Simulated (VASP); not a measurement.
# S (I4/mmm) in VASP: further runs

S is run at these levels: LDA; tasks: single point.

All numbers are computed with VASP 6.6.1; they aren't measurements. Logs are shortened: lines on timing, memory, paths and dates and some standing lists are left out, and cuts for length are marked.

## (1) The cell of the first run

The structure is tetragonal, space group I4/mmm (No. 139). The conventional cell has a = 2.905 Å, b = 2.905 Å, c = 3.989 Å, α = 90.00°, β = 90.00°, γ = 90.00°. S (site symmetry 4/mmm) has 12 S at 2.86 to 2.91 Å within 3.8 Å.

## (2) Single point, LDA (strain +0.030 along x and y, +0.000 along z)

INCAR reads:

```
PREC     = Accurate       # precision mode
ENCUT    = 520            # plane-wave cutoff, eV
EDIFF    = 1E-6           # SCF threshold, eV
ISMEAR   = 0              # smearing method
SIGMA    = 0.15           # smearing width, eV
LREAL    = F              # projectors in reciprocal space
LASPH    = T              # aspherical terms in the spheres
NELM     = 100            # most SCF steps
ALGO     = Normal         # electronic algorithm
ISIF     = 2              # what is computed and relaxed
LWAVE    = F              # write WAVECAR
LCHARG   = T              # write CHGCAR
LELF     = T              # ELF
LVHAR    = T            
NBANDS   = 9              # bands
```

KPOINTS reads:

```
regular mesh
0
Gamma
  20 20 20
```

POSCAR reads:

```
S
1.0
    0.0000000000      2.0541808543      1.9943503440
    2.0541808543      0.0000000000      1.9943503440
    2.0541808543      2.0541808543      0.0000000000
S
1
Direct
    0.0000000000      0.0000000000      0.0000000000
```

Potentials or basis: VASP PAW LDA potentials, release 64 (S).

Run with:

```sh
cat potpaw_LDA.64/S/POTCAR > POTCAR
mpirun -np 1 vasp_std > vasp.out
```

OUTCAR:

```text
PREC = Accurate
   ENCUT = 520
   EDIFF = 1E-6
   ISMEAR = 0
   LREAL = F
   LASPH = T
   NELM = 100
   ISIF = 2

 ion  position               nearest neighbor table
   1  0.000  0.000  0.000-

  LATTYP: Found a body centered tetragonal cell.
 ALAT       =     2.9050504237
 C/A-ratio  =     1.3730228761

  Lattice vectors:

 A1 = (   0.0000000000,  -2.0541808543,  -1.9943503440)
 A2 = (   0.0000000000,   2.0541808543,  -1.9943503440)
 A3 = (   2.0541808543,   0.0000000000,   1.9943503440)

Analysis of symmetry for initial positions (statically):
=====================================================================
 Subroutine PRICEL returns:
 Original cell was already a primitive cell.

 Routine SETGRP: Setting up the symmetry group for a
 body centered tetragonal supercell.

 Subroutine GETGRP returns: Found 16 space group operations
 (whereof 16 operations were pure point group operations)
 out of a pool of 16 trial point group operations.

The static configuration has the point symmetry D_4h.

Analysis of symmetry for dynamics (positions and initial velocities):
=====================================================================
 Subroutine PRICEL returns:
 Original cell was already a primitive cell.

 Routine SETGRP: Setting up the symmetry group for a
 body centered tetragonal supercell.

 Subroutine GETGRP returns: Found 16 space group operations
 (whereof 16 operations were pure point group operations)
 out of a pool of 16 trial point group operations.

The dynamic configuration has the point symmetry D_4h.

 Subroutine INISYM returns: Found 16 space group operations
 (whereof 16 operations are pure point group operations),
 and found     1 'primitive' translations

----------------------------------------------------------------------------------------

                                     Primitive cell

  volume of cell :      16.8310

  direct lattice vectors                    reciprocal lattice vectors
     0.000000000  2.054180854  1.994350344    -0.243406027  0.243406027  0.250708208
     2.054180854  0.000000000  1.994350344     0.243406027 -0.243406027  0.250708208
     2.054180854  2.054180854  0.000000000     0.243406027  0.243406027 -0.250708208

  length of vectors
     2.863056457  2.863056457  2.905050424     0.425849261  0.425849261  0.425849261

  position of ions in fractional coordinates (direct lattice)
     0.000000000  0.000000000  0.000000000

  ion indices of the primitive-cell ions
   primitive index   ion index
                 1           1

----------------------------------------------------------------------------------------

 KPOINTS: regular mesh

Automatic generation of k-mesh.
 Grid dimensions read from file:
 generate k-points for:   20   20   20

 Generating k-lattice:

  Cartesian coordinates                     Fractional coordinates (reciprocal lattice)
    -0.012170301  0.012170301  0.012535410     0.050000000 -0.000000000  0.000000000
     0.012170301 -0.012170301  0.012535410    -0.000000000  0.050000000  0.000000000
     0.012170301  0.012170301 -0.012535410     0.000000000  0.000000000  0.050000000

  Length of vectors
     0.021292463  0.021292463  0.021292463

  Shift w.r.t. Gamma in fractional coordinates (k-lattice)
     0.000000000  0.000000000  0.000000000

 Subroutine IBZKPT returns following result:
 ===========================================

 Found    641 irreducible k-points:

 Following reciprocal coordinates:
            Coordinates               Weight
  0.000000  0.000000  0.000000      1.000000
  0.050000  0.000000  0.000000      8.000000
  0.100000  0.000000  0.000000      8.000000
  0.150000  0.000000  0.000000      8.000000
  0.200000  0.000000  0.000000      8.000000
  0.250000  0.000000  0.000000      8.000000
[... 16 lines left out ...]
 -0.400000  0.050000  0.000000      8.000000
 -0.350000  0.050000  0.000000      8.000000
 [... further k-points ...]
   k-points           NKPTS =    641   k-points in BZ     NKDIM =    641   number of bands    NBANDS=      9
   number of dos      NEDOS =    301   number of ions     NIONS =      1
   total plane-waves  NPLWV =  13824
   dimension x,y,z NGX =    24 NGY =   24 NGZ =   24
   dimension x,y,z NGXF=    48 NGYF=   48 NGZF=   48
   ions per type =               1
   NGX,Y,Z   is equivalent  to a cutoff of  13.94, 13.94, 13.73 a.u.
   NGXF,Y,Z  is equivalent  to a cutoff of  27.87, 27.87, 27.47 a.u.
 SYSTEM =  unknown system
   PREC   = accura    normal or accurate (medium, high low for compatibility)
   ISTART =      0    job   : 0-new  1-cont  2-samecut
   ICHARG =      2    charge: 1-file 2-atom 10-const
   ISPIN  =      1    spin polarized calculation?
   LNONCOLLINEAR =      F non collinear calculations
   LSORBIT =      F    spin-orbit coupling
   LASPH  =      T    aspherical Exc in radial PAW
   ENCUT  =  520.0 eV  38.22 Ry    6.18 a.u.   5.32  5.32  5.40*2*pi/ulx,y,z
   NELM   =    100;   NELMIN=  2; NELMDL= -5     # of ELM steps
   EDIFF  = 0.1E-05   stopping-criterion for ELM
   LREAL  =      F    real-space projection
   EDIFFG = 0.1E-04   stopping-criterion for IOM
   NSW    =      0    number of steps for IOM
   IBRION =     -1    ionic relax: 0-MD 1-quasi-New 2-CG
   NFREE  =      0    steps in history (QN), initial steepest desc. (CG)
   ISIF   =      2    stress and relaxation
   ISYM   =      2    0-nonsym 1-usesym 2-fastsym
   POTIM  = 0.5000    time-step for ionic-motion
   TEBEG  =    0.0;   TEEND  =   0.0 temperature during run
   PSTRESS=    0.0 pullay stress
   NELECT =       6.0000    total number of electrons
   NUPDOWN=      -1.0000    fix difference up-down
   EMIN   =  10.00;   EMAX   =-10.00  energy-range for DOS
   EFERMI =   0.00;   METHOD = LEGACY
   ISMEAR =     0;   SIGMA  =   0.15  broadening in eV -4-tet -1-fermi 0-gaus
   EFERMI_NEDOS =   21; number of points for ismear=-14 and -15
   IALGO  =     38    algorithm
   IMIX   =      4    mixing-type and parameters
     AMIX     =   0.40;   BMIX     =  1.00
     AMIX_MAG =   1.60;   BMIX_MAG =  1.00
  volume/ion in A,a.u.               =      16.83       113.58
  Fermi-wavevector in a.u.,A,eV,Ry     =   1.160795  2.193585 18.333113  1.347446
  Thomas-Fermi vector in A             =   2.297374
   LORBIT       =      0    0 simple, 1 ext, 2 COOP (PROOUT), +10 PAW based schemes
   GGA     = CA    functional components
   LHFCALC =     F    Hartree Fock is set to
   AEXX    =    0.0000 exact exchange contribution
   IVDW    =     0    specifies the selected vdW correction
   LEPSILON=     F    determine dielectric tensor
   LRPA    =     F    only Hartree local field effects (RPA)
 non-spin polarized calculation
 Gauss-broadening in eV      SIGMA  =   0.15
  energy-cutoff  :      520.00
  volume of cell :       16.83
 maximum number of plane-waves:       467
 NGX is ok and might be reduce to    24
   NGX = 11   NGY = 11   NGZ = 11

 number of electron       6.0000001 magnetization

 Free energy of the ion-electron system (eV)
  ---------------------------------------------------
  ext. energy  EPLUGINS =         0.00000000
  ---------------------------------------------------
  free energy    TOTEN  =        -3.62149944 eV

  energy without entropy =       -3.61114578  energy(sigma->0) =       -3.61632261

 E-fermi :   6.4727     XC(G=0): -11.0785

 val. band max:        6.4692981747   @ k =  -0.2000   0.3000   0.2500
 cond. band min:       6.4804062321   @ k =   0.5000   0.0000   0.3000
 fundamental gap:      0.0111080575
 Fermi energy:         6.4727403449

 k-point     1 :       0.0000    0.0000    0.0000
  band No.  band energies     occupation
      1      -9.5968      2.00000
      2       9.3492      0.00000
      3       9.3492      0.00000
      4       9.3626      0.00000
      5      18.4410      0.00000
      6      18.4410      0.00000
      7      18.8088      0.00000
      8      19.7501      0.00000
      9      23.2212      0.00000

 k-point     2 :       0.0500    0.0000    0.0000
  band No.  band energies     occupation
      1      -9.5412      2.00000
      2       9.0400      0.00000
      3       9.3034      0.00000
      4       9.3242      0.00000
      5      18.3741      0.00000
      6      18.5385      0.00000
      7      18.8368      0.00000
      8      19.9504      0.00000
      9      23.0680      0.00000

 k-point     3 :       0.1000    0.0000    0.0000
  band No.  band energies     occupation
      1      -9.3753      2.00000
      2       8.1971      0.00000
      3       9.1760      0.00000
      4       9.2298      0.00000
      5      18.0342      0.00000
      6      18.7889      0.00000
      7      19.0477      0.00000
      8      20.5578      0.00000
      9      22.6725      0.00000

 k-point     4 :       0.1500    0.0000    0.0000
  band No.  band energies     occupation
      1      -9.1015      2.00000
      2       7.0218      0.00000
      3       8.9919      0.00000
      4       9.0928      0.00000
      5      17.5451      0.00000
      6      19.0481      0.00000
      7      19.3551      0.00000
      8      21.4358      0.00000
      9      22.3763      0.00000
[... 205 lines left out ...]
 k-point    22 :      -0.4500    0.0500    0.0000
  band No.  band energies     occupation
      1      -5.9017      2.00000
      2      -0.2461      2.00000
      3       7.9791      0.00000
      4       8.0301      0.00000
      5      15.8596      0.00000
      6      17.6770      0.00000
      7      17.8883      0.00000
      8      23.7331      0.00000
      9      27.0262      0.00000

 k-point    23 :      -0.4000    0.0500    0.0000
  band No.  band energies     occupation
      1      -6.3070      2.00000
      2       0.3921      2.00000
      3       8.0105      0.00000
      4       8.1018      0.00000
      5      15.9702      0.00000
      6      17.7640      0.00000
      7      18.0481      0.00000
      8      23.8427      0.00000
      9      26.2567      0.00000

 k-point    24 :      -0.3500    0.0500    0.0000
  band No.  band energies     occupation
      1      -6.8759      2.00000
      2       1.3827      2.00000
      3       8.0366      0.00000
      4       8.2661      0.00000
      5      16.1514      0.00000
      6      17.9750      0.00000
      7      18.3321      0.00000
      8      23.8467      0.00000
      9      24.9472      0.00000

 [... further k-points ...]

------------------------ aborting loop because EDIFF is reached ----------------------------------------

  FORCE on cell =-STRESS in cart. coord.  units (eV):
  Direction    XX          YY          ZZ          XY          YZ          ZX
  --------------------------------------------------------------------------------------
  -------------------------------------------------------------------------------------
  Total       -1.0052816     -1.0052816     -1.2472653      0.0000000     -0.0000000     -0.0000000
  in kB      -95.6950569    -95.6950569   -118.7300445      0.0000000     -0.0000000     -0.0000000
  external PRESSURE =    -103.3733861 kB  Pullay stress =       0.0000000 kB

 VOLUME and BASIS-vectors are now :
 -----------------------------------------------------------------------------
  energy-cutoff  :      520.00
  volume of cell :       16.83
      direct lattice vectors                 reciprocal lattice vectors
     0.000000000  2.054180854  1.994350344    -0.243406027  0.243406027  0.250708208
     2.054180854  0.000000000  1.994350344     0.243406027 -0.243406027  0.250708208
     2.054180854  2.054180854  0.000000000     0.243406027  0.243406027 -0.250708208

 POSITION                                       TOTAL-FORCE (eV/Angst)
 -----------------------------------------------------------------------------------
      0.00000      0.00000      0.00000         0.000000      0.000000      0.000000
 -----------------------------------------------------------------------------------
    total drift:                                0.000000     -0.000000     -0.000000

  FREE ENERGIE OF THE ION-ELECTRON SYSTEM (eV)
  ---------------------------------------------------
  free  energy   TOTEN  =        -3.6214994435 eV

  energy  without entropy=       -3.6111457844  energy(sigma->0) =       -3.61632261
```

It took 72 s on 1 thread of Intel Xeon 8259CL, shared host; peak memory 0.19 GiB.

What came out:

- Free energy: -3.6215 eV
- Pressure: -10.3 GPa
- Band gap on the k mesh: zero (bands 3 and 4 overlap by 5.31 eV)

Levels at points of the mesh, in eV from the Fermi level:
```csv
k point,band 1,band 2,band 3,band 4,band 5,band 6
"(0.00, 0.00, 0.00)",-16.07,2.88,2.88,2.89,11.97,11.97
"(0.50, 0.00, 0.00)",-12.32,-6.91,1.53,1.88,9.16,11.04
"(0.50, 0.50, 0.00)",-10.63,-5.82,-1.02,-1.02,5.19,5.95
"(0.50, 0.00, 0.50)",-10.96,-6.05,-0.79,-0.53,5.57,6.20
```

Caveat: the cell differs from its parent crystal (strain +0.030 along x and y, +0.000 along z); the cell stands under tension.

## (3) Single point, LDA (strain +0.015 along x and y, +0.030 along z)

INCAR reads:

```
SYSTEM = S
  PREC = Accurate
  ENCUT = 520
  EDIFF = 1E-6
  ISMEAR = 0
  SIGMA = 0.15
  LREAL = .FALSE.
  LASPH = .TRUE.
  NELM = 60
  ALGO = Normal
  ISIF = 2
  LWAVE = .FALSE.
  LCHARG = .FALSE.
  NBANDS = 9
```

KPOINTS reads:

```
Automatic mesh
0
G
  20 20 20
  0 0 0
```

POSCAR reads:

```
S
1.0
    0.0000000000      2.0242655992      2.0541808543
    2.0242655992      0.0000000000      2.0541808543
    2.0242655992      2.0242655992      0.0000000000
S
1
Direct
    0.0000000000      0.0000000000      0.0000000000
```

Potentials or basis: VASP PAW LDA potentials, release 64 (S).

Run with:

```sh
cat potpaw_LDA.64/S/POTCAR > POTCAR
mpirun -np 1 vasp_std > vasp.out
```

Wall time 68 s (1 thread of Intel Xeon 8259CL, shared host); peak memory 0.19 GiB.

The run converged. Its results:

- Free energy: -3.6195 eV
- Pressure: -10.4 GPa
- Band gap on the k mesh: zero (bands 3 and 4 overlap by 5.21 eV)

Stress tensor (GPa, compression positive):
```
-10.76   0.00   0.00
  0.00 -10.76   0.00
  0.00   0.00  -9.53
```

Levels at points of the mesh, in eV from the Fermi level:
```csv
k point,band 1,band 2,band 3,band 4,band 5,band 6
"(0.00, 0.00, 0.00)",-16.06,2.88,2.89,2.89,11.96,12.15
"(0.50, 0.00, 0.00)",-12.32,-6.90,1.62,1.80,9.19,11.20
"(0.50, 0.50, 0.00)",-10.96,-6.04,-0.66,-0.66,5.57,6.19
"(0.50, 0.00, 0.50)",-10.79,-5.94,-0.90,-0.77,5.38,6.07
```

Caveat: the cell differs from its parent crystal (strain +0.015 along x and y, +0.030 along z); the cell stands under tension.
